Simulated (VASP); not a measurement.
# AgCl (P4/mmm) in VASP: a series of runs

The runs below take AgCl through single point, with PBE.

Program: VASP 6.6.1. These are calculated values, not measurements. Logs are shortened: lines on timing, memory, paths and dates and some standing lists are left out, and cuts for length are marked.

### Step 1. The cell of the first run

Symmetry: P4/mmm, No. 123, tetragonal system. The conventional cell has a = 3.396 Å, b = 3.396 Å, c = 3.547 Å, α = 90.00°, β = 90.00°, γ = 90.00°. Ag (site symmetry 4/mmm) has 8 Cl at 2.99 Å and 6 Ag at 3.40 to 3.55 Å within 3.9 Å. Cl (site symmetry 4/mmm) has 8 Ag at 2.99 Å and 6 Cl at 3.40 to 3.55 Å within 3.9 Å.

### Step 2. Single point, PBE (uniaxial x strain +4.5%)

INCAR reads:

```
  ALGO = Normal
  EDIFF = 1E-6
  ENCUT = 630
  GGA = PE
  GGA_COMPAT = F
  ISIF = 2
  ISMEAR = -1
  LASPH = T
  LCHARG = F
  LREAL = F
  LWAVE = F
  NBANDS = 20
  NELM = 120
  PREC = Accurate
  SIGMA = 0.02
```

KPOINTS reads:

```
k-points
0
Gamma
  8 8 8
```

POSCAR reads:

```
AgCl
1.0
    3.5470312686      0.0000000000      0.0000000000
    0.0000000000      3.3955880419      0.0000000000
    0.0000000000      0.0000000000      3.3955880419
Ag Cl
1 1
Direct
    0.0000000000      0.0000000000      0.0000000000
    0.5000000000      0.5000000000      0.5000000000
```

Potentials or basis: VASP PAW PBE potentials, release 64 (Ag_sv_GW, Cl).

Command:

```bash
> cat potpaw_PBE.64/Ag_sv_GW/POTCAR potpaw_PBE.64/Cl/POTCAR > POTCAR
> mpirun -np 1 vasp_std > vasp.out
```

OUTCAR:

```text
EDIFF = 1E-6
   ENCUT = 630
   GGA = PE
   ISIF = 2
   ISMEAR = -1
   LASPH = T
   LREAL = F
   NELM = 120
   PREC = Accurate

 ion  position               nearest neighbor table
   1  0.000  0.000  0.000-
   2  0.500  0.500  0.500-

  LATTYP: Found a simple tetragonal cell.
 ALAT       =     3.3955880419
 C/A-ratio  =     1.0446000000

  Lattice vectors:

 A1 = (   0.0000000000,   3.3955880419,   0.0000000000)
 A2 = (   0.0000000000,   0.0000000000,   3.3955880419)
 A3 = (   3.5470312686,   0.0000000000,   0.0000000000)

Analysis of symmetry for initial positions (statically):
=====================================================================
 Subroutine PRICEL returns:
 Original cell was already a primitive cell.

 Routine SETGRP: Setting up the symmetry group for a
 simple tetragonal supercell.

 Subroutine GETGRP returns: Found 16 space group operations
 (whereof 16 operations were pure point group operations)
 out of a pool of 16 trial point group operations.

The static configuration has the point symmetry D_4h.

Analysis of symmetry for dynamics (positions and initial velocities):
=====================================================================
 Subroutine PRICEL returns:
 Original cell was already a primitive cell.

 Routine SETGRP: Setting up the symmetry group for a
 simple tetragonal supercell.

 Subroutine GETGRP returns: Found 16 space group operations
 (whereof 16 operations were pure point group operations)
 out of a pool of 16 trial point group operations.

The dynamic configuration has the point symmetry D_4h.

 Subroutine INISYM returns: Found 16 space group operations
 (whereof 16 operations are pure point group operations),
 and found     1 'primitive' translations

----------------------------------------------------------------------------------------

                                     Primitive cell

  volume of cell :      40.8973

  direct lattice vectors                    reciprocal lattice vectors
     3.547031269  0.000000000  0.000000000     0.281925905  0.000000000  0.000000000
     0.000000000  3.395588042  0.000000000     0.000000000  0.294499800  0.000000000
     0.000000000  0.000000000  3.395588042     0.000000000  0.000000000  0.294499800

  length of vectors
     3.547031269  3.395588042  3.395588042     0.281925905  0.294499800  0.294499800

  position of ions in fractional coordinates (direct lattice)
     0.000000000  0.000000000  0.000000000
     0.500000000  0.500000000  0.500000000

  ion indices of the primitive-cell ions
   primitive index   ion index
                 1           1
                 2           2

----------------------------------------------------------------------------------------

 KPOINTS: k-points

Automatic generation of k-mesh.
 Grid dimensions read from file:
 generate k-points for:    8    8    8

 Generating k-lattice:

  Cartesian coordinates                     Fractional coordinates (reciprocal lattice)
     0.035240738  0.000000000  0.000000000     0.125000000  0.000000000  0.000000000
     0.000000000  0.036812475  0.000000000     0.000000000  0.125000000  0.000000000
     0.000000000  0.000000000  0.036812475     0.000000000  0.000000000  0.125000000

  Length of vectors
     0.035240738  0.036812475  0.036812475

  Shift w.r.t. Gamma in fractional coordinates (k-lattice)
     0.000000000  0.000000000  0.000000000

 Subroutine IBZKPT returns following result:
 ===========================================

 Found     75 irreducible k-points:

 Following reciprocal coordinates:
            Coordinates               Weight
  0.000000  0.000000  0.000000      1.000000
  0.125000  0.000000  0.000000      2.000000
  0.250000  0.000000  0.000000      2.000000
  0.375000  0.000000  0.000000      2.000000
  0.500000  0.000000  0.000000      1.000000
  0.000000  0.125000  0.000000      4.000000
[... 16 lines left out ...]
  0.250000  0.500000  0.000000      4.000000
  0.375000  0.500000  0.000000      4.000000
 [... further k-points ...]
   k-points           NKPTS =     75   k-points in BZ     NKDIM =     75   number of bands    NBANDS=     20
   number of dos      NEDOS =    301   number of ions     NIONS =      2
   total plane-waves  NPLWV =  23520
   dimension x,y,z NGX =    30 NGY =   28 NGZ =   28
   dimension x,y,z NGXF=    60 NGYF=   56 NGZF=   56
   ions per type =               1   1
   NGX,Y,Z   is equivalent  to a cutoff of  14.06, 13.71, 13.71 a.u.
   NGXF,Y,Z  is equivalent  to a cutoff of  28.12, 27.42, 27.42 a.u.
 SYSTEM =  unknown system
   PREC   = accura    normal or accurate (medium, high low for compatibility)
   ISTART =      0    job   : 0-new  1-cont  2-samecut
   ICHARG =      2    charge: 1-file 2-atom 10-const
   ISPIN  =      1    spin polarized calculation?
   LNONCOLLINEAR =      F non collinear calculations
   LSORBIT =      F    spin-orbit coupling
   LASPH  =      T    aspherical Exc in radial PAW
   ENCUT  =  630.0 eV  46.30 Ry    6.80 a.u.   7.26  6.95  6.95*2*pi/ulx,y,z
   NELM   =    120;   NELMIN=  2; NELMDL= -5     # of ELM steps
   EDIFF  = 0.1E-05   stopping-criterion for ELM
   LREAL  =      F    real-space projection
[... 7 lines left out ...]
   TEBEG  =    0.0;   TEEND  =   0.0 temperature during run
   PSTRESS=    0.0 pullay stress
   NELECT =      26.0000    total number of electrons
   NUPDOWN=      -1.0000    fix difference up-down
   EMIN   =  10.00;   EMAX   =-10.00  energy-range for DOS
   EFERMI =   0.00;   METHOD = LEGACY
   ISMEAR =    -1;   SIGMA  =   0.02  broadening in eV -4-tet -1-fermi 0-gaus
   EFERMI_NEDOS =   21; number of points for ismear=-14 and -15
   IALGO  =     38    algorithm
   IMIX   =      4    mixing-type and parameters
     AMIX     =   0.40;   BMIX     =  1.00
     AMIX_MAG =   1.60;   BMIX_MAG =  1.00
  volume/ion in A,a.u.               =      20.45       137.99
  Fermi-wavevector in a.u.,A,eV,Ry     =   1.407670  2.660111 26.960429  1.981536
  Thomas-Fermi vector in A             =   2.529906
   LORBIT       =      0    0 simple, 1 ext, 2 COOP (PROOUT), +10 PAW based schemes
   GGA     = PE    functional components
   LHFCALC =     F    Hartree Fock is set to
   AEXX    =    0.0000 exact exchange contribution
   IVDW    =     0    specifies the selected vdW correction
   LEPSILON=     F    determine dielectric tensor
   LRPA    =     F    only Hartree local field effects (RPA)
 non-spin polarized calculation
  energy-cutoff  :      630.00
  volume of cell :       40.90
 maximum number of plane-waves:      1492
 NGX is ok and might be reduce to    30
   NGX = 15   NGY = 13   NGZ = 13

 number of electron      26.0000001 magnetization

 Free energy of the ion-electron system (eV)
  ---------------------------------------------------
  ext. energy  EPLUGINS =         0.00000000
  ---------------------------------------------------
  free energy    TOTEN  =        -3.05351058 eV

  energy without entropy =       -3.05351057  energy(sigma->0) =       -3.05351058

 E-fermi :   3.5866     XC(G=0): -10.4575

 val. band max:        3.3143363741   @ k =   0.5000   0.0000   0.0000
 cond. band min:       3.8372901724   @ k =   0.0000   0.0000   0.0000
 fundamental gap:      0.5229537983
 Fermi energy:         3.5866015089

 k-point     1 :       0.0000    0.0000    0.0000
  band No.  band energies     occupation
      1     -86.3007      2.00000
      2     -49.8239      2.00000
      3     -49.8239      2.00000
      4     -49.8112      2.00000
      5     -11.2300      2.00000
      6       0.5575      2.00000
[... 12 lines left out ...]
     19      17.0957      0.00000
     20      19.5065      0.00000

 k-point     2 :       0.1250    0.0000    0.0000
  band No.  band energies     occupation
      1     -86.3007      2.00000
      2     -49.8239      2.00000
      3     -49.8239      2.00000
      4     -49.8121      2.00000
      5     -11.1774      2.00000
      6       0.3131      2.00000
[... 12 lines left out ...]
     19      16.1670      0.00000
     20      19.9081      0.00000

 k-point     3 :       0.2500    0.0000    0.0000
  band No.  band energies     occupation
      1     -86.3006      2.00000
      2     -49.8238      2.00000
      3     -49.8238      2.00000
      4     -49.8143      2.00000
      5     -11.0450      2.00000
      6      -0.6150      2.00000
[... 12 lines left out ...]
     19      16.6532      0.00000
     20      19.7652      0.00000

 k-point     4 :       0.3750    0.0000    0.0000
  band No.  band energies     occupation
      1     -86.3005      2.00000
      2     -49.8237      2.00000
      3     -49.8237      2.00000
      4     -49.8165      2.00000
      5     -10.9037      2.00000
      6      -1.3885      2.00000
[... 12 lines left out ...]
     19      18.4795      0.00000
     20      19.6017      0.00000

 k-point     5 :       0.5000    0.0000    0.0000
  band No.  band energies     occupation
      1     -86.3005      2.00000
      2     -49.8236      2.00000
      3     -49.8236      2.00000
      4     -49.8174      2.00000
      5     -10.8423      2.00000
      6      -1.6754      2.00000
[... 12 lines left out ...]
     19      19.1677      0.00000
     20      19.5683      0.00000
[... 353 lines left out ...]
      6      -1.6280      2.00000
[... 12 lines left out ...]
     19      18.8698      0.00000
     20      19.1136      0.00000

 k-point    22 :       0.1250    0.5000    0.0000
  band No.  band energies     occupation
      1     -86.3003      2.00000
      2     -49.8351      2.00000
      3     -49.8231      2.00000
      4     -49.8113      2.00000
      5     -10.7095      2.00000
      6      -1.4884      2.00000
[... 12 lines left out ...]
     19      18.7063      0.00000
     20      19.3676      0.00000

 k-point    23 :       0.2500    0.5000    0.0000
  band No.  band energies     occupation
      1     -86.3002      2.00000
      2     -49.8349      2.00000
      3     -49.8230      2.00000
      4     -49.8134      2.00000
      5     -10.6305      2.00000
      6      -1.1033      2.00000
[... 12 lines left out ...]
     19      17.9885      0.00000
     20      19.8197      0.00000

 k-point    24 :       0.3750    0.5000    0.0000
  band No.  band energies     occupation
      1     -86.3001      2.00000
      2     -49.8347      2.00000
      3     -49.8228      2.00000
      4     -49.8155      2.00000
      5     -10.5485      2.00000
      6      -0.5981      2.00000
[... 12 lines left out ...]
     19      17.4596      0.00000
     20      19.8205      0.00000

 [... further k-points ...]

------------------------ aborting loop because EDIFF is reached ----------------------------------------

  FORCE on cell =-STRESS in cart. coord.  units (eV):
  Direction    XX          YY          ZZ          XY          YZ          ZX
  --------------------------------------------------------------------------------------
  -------------------------------------------------------------------------------------
  Total       -0.5442990     -0.0318789     -0.0318789      0.0000000      0.0000000     -0.0000000
  in kB      -21.3232365     -1.2488754     -1.2488754      0.0000000      0.0000000     -0.0000000
  external PRESSURE =      -7.9403291 kB  Pullay stress =       0.0000000 kB

 VOLUME and BASIS-vectors are now :
 -----------------------------------------------------------------------------
  energy-cutoff  :      630.00
  volume of cell :       40.90
      direct lattice vectors                 reciprocal lattice vectors
     3.547031269  0.000000000  0.000000000     0.281925905  0.000000000  0.000000000
     0.000000000  3.395588042  0.000000000     0.000000000  0.294499800  0.000000000
     0.000000000  0.000000000  3.395588042     0.000000000  0.000000000  0.294499800

 POSITION                                       TOTAL-FORCE (eV/Angst)
 -----------------------------------------------------------------------------------
      0.00000      0.00000      0.00000         0.000000      0.000000      0.000000
      1.77352      1.69779      1.69779         0.000000      0.000000      0.000000
 -----------------------------------------------------------------------------------
    total drift:                               -0.000000     -0.000000     -0.000000

  FREE ENERGIE OF THE ION-ELECTRON SYSTEM (eV)
  ---------------------------------------------------
  free  energy   TOTEN  =        -3.0535105817 eV

  energy  without entropy=       -3.0535105737  energy(sigma->0) =       -3.05351058
```

Wall time 31 s (1 thread of AMD EPYC 9R45 (Zen 5), shared host); peak memory 0.21 GiB.

What came out:

```yaml
Free_energy: -3.0535 eV
Pressure: -0.8 GPa
Band_gap_on_the_k_mesh: 0.52 eV (least direct gap 1.89 eV)
```

Caveat: the cell differs from its parent crystal (uniaxial x strain +4.5%); the structure was generated, so it needn't be the stable form of AgCl; semilocal functionals underestimate gaps, and a narrow one can read as zero. A k mesh can miss the band edges.

### Step 3. Single point, PBE (biaxial xy strain +4.4%)

INCAR reads:

```
SYSTEM = AgCl
  PREC = Accurate
  ENCUT = 630
  EDIFF = 1E-6
  ISMEAR = -1
  SIGMA = 0.02
  LREAL = .False.
  LASPH = .True.
  NELM = 120
  ALGO = Normal
  ISIF = 2
  LWAVE = .False.
  LCHARG = .False.
  GGA = PE
  NBANDS = 20
  GGA_COMPAT = .False.
```

KPOINTS reads:

```
Automatic mesh
0
Gamma
  8 8 8
  0 0 0
```

POSCAR reads:

```
AgCl
1.0
    3.5439752393      0.0000000000      0.0000000000
    0.0000000000      3.5439752393      0.0000000000
    0.0000000000      0.0000000000      3.3955880419
Ag Cl
1 1
Direct
    0.0000000000      0.0000000000      0.0000000000
    0.5000000000      0.5000000000      0.5000000000
```

Potentials or basis: VASP PAW PBE potentials, release 64 (Ag_sv_GW, Cl).

Command:

```bash
> cat potpaw_PBE.64/Ag_sv_GW/POTCAR potpaw_PBE.64/Cl/POTCAR > POTCAR
> mpirun -np 1 vasp_std > vasp.out
```

Wall time 29 s (1 thread of AMD EPYC 9R45 (Zen 5), shared host); peak memory 0.21 GiB.

The run converged. Its results:

| Quantity | Value |
| --- | --- |
| Free energy | -3.0377 eV |
| Pressure | -2.4 GPa |
| Band gap on the k mesh | 0.49 eV (least direct gap 1.64 eV) |

Stress tensor (GPa, compression positive):
```
-3.09  0.00  0.00
 0.00 -3.09  0.00
 0.00  0.00 -1.10
```

Levels at points of the mesh, in eV from the valence-band top:
```csv
k point,band 10,band 11,band 12,band 13,band 14,band 15,band 16,band 17
"(0.00, 0.00, 0.00)",-1.73,-1.52,-1.52,-1.14,0.49,9.28,9.59,12.96
"(0.50, 0.00, 0.00)",-1.70,-1.47,-0.08,0.00,4.89,5.13,9.58,9.58
"(0.50, 0.50, 0.00)",-1.95,-1.95,-1.52,-0.66,2.52,8.79,8.79,10.61
"(0.00, 0.00, 0.50)",-1.72,-1.32,-0.10,-0.10,4.69,5.32,9.51,9.79
"(0.50, 0.00, 0.50)",-2.06,-2.00,-1.47,-0.91,2.91,8.37,8.82,10.46
"(0.50, 0.50, 0.50)",-1.44,-0.31,-0.23,-0.23,4.81,4.95,4.95,6.45
```

Caveat: the cell differs from its parent crystal (biaxial xy strain +4.4%); the structure was generated, so it needn't be the stable form of AgCl; semilocal functionals underestimate gaps, and a narrow one can read as zero. A k mesh can miss the band edges.

### Step 4. Single point, PBE (uniaxial z strain -3.9%)

INCAR reads:

```
PREC     = Accurate       # precision mode
ENCUT    = 630            # plane-wave cutoff, eV
EDIFF    = 1E-6           # SCF threshold, eV
ISMEAR   = -1             # smearing method
SIGMA    = 0.02           # smearing width, eV
LREAL    = F              # projectors in reciprocal space
LASPH    = T              # aspherical terms in the spheres
NELM     = 120            # most SCF steps
ALGO     = Normal         # electronic algorithm
ISIF     = 2              # what is computed and relaxed
LWAVE    = F              # write WAVECAR
LCHARG   = F              # write CHGCAR
GGA      = PE             # functional
NBANDS   = 20             # bands
GGA_COMPAT= F
```

KPOINTS reads:

```
Automatic mesh
0
Gamma
  8 8 8
```

POSCAR reads:

```
AgCl
1.0
    3.3955880419      0.0000000000      0.0000000000
    0.0000000000      3.3955880419      0.0000000000
    0.0000000000      0.0000000000      3.2638392259
Ag Cl
1 1
Direct
    0.0000000000      0.0000000000      0.0000000000
    0.5000000000      0.5000000000      0.5000000000
```

Command:

```bash
> cat potpaw_PBE.64/Ag_sv_GW/POTCAR potpaw_PBE.64/Cl/POTCAR > POTCAR
> mpirun -np 1 vasp_std > vasp.out
```

Run time: 52 s. Hardware: 1 thread of Intel Xeon Platinum 8259CL at 2.50GHz (Skylake/Cascade Lake), shared host; peak memory 0.23 GiB.

Results (log left out):

- Free energy: -3.0234 eV
- Pressure: 3.9 GPa
- Band gap on the k mesh: 0.54 eV (least direct gap 2.05 eV)

Stress tensor (GPa, compression positive):
```
3.18 0.00 0.00
0.00 3.18 0.00
0.00 0.00 5.44
```

Levels at points of the mesh, in eV from the valence-band top:
| k point | band 10 | band 11 | band 12 | band 13 | band 14 | band 15 | band 16 | band 17 |
| --- | --- | --- | --- | --- | --- | --- | --- | --- |
| (0.00, 0.00, 0.00) | -1.99 | -1.94 | -1.94 | -1.52 | 0.53 | 9.16 | 9.42 | 13.93 |
| (0.50, 0.00, 0.00) | -1.93 | -1.66 | -0.07 | 0.00 | 4.94 | 5.74 | 9.14 | 9.59 |
| (0.50, 0.50, 0.00) | -2.28 | -2.26 | -1.70 | -0.90 | 2.45 | 9.32 | 9.32 | 10.71 |
| (0.00, 0.00, 0.50) | -1.97 | -1.48 | -0.10 | -0.10 | 4.73 | 5.91 | 9.07 | 9.77 |
| (0.50, 0.00, 0.50) | -2.38 | -2.35 | -1.64 | -1.18 | 2.83 | 8.88 | 9.29 | 10.60 |
| (0.50, 0.50, 0.50) | -1.60 | -0.30 | -0.21 | -0.21 | 4.44 | 4.53 | 4.53 | 7.08 |

Caveat: the cell differs from its parent crystal (uniaxial z strain -3.9%); the cell stands under pressure; the structure was generated, so it needn't be the stable form of AgCl; semilocal functionals underestimate gaps, and a narrow one can read as zero.

### Step 5. Summary

| cell | gap on the mesh (eV) | pressure (GPa) |
| --- | --- | --- |
| a = 3.547, b = 3.396, c = 3.396 Å, 2 atoms | 0.52 | -0.8 |
| a = 3.544, b = 3.544, c = 3.396 Å, 2 atoms | 0.49 | -2.4 |
| a = 3.396, b = 3.396, c = 3.264 Å, 2 atoms | 0.54 | 3.9 |

Alike in all rows: task single point; level PBE; potentials or basis VASP PAW PBE potentials, release 64 (Ag_sv_GW, Cl); no spin polarisation; k mesh 8 × 8 × 8; cutoff (eV) 630; smearing fermi-dirac 0.02 eV.

Caveats: the structure was generated, so it needn't be the stable form of AgCl; semilocal functionals underestimate gaps, and a narrow one can read as zero; the cell stands under pressure (at least some runs).

Total energies depend on the potentials used, so only differences within one code and one set of settings carry meaning.
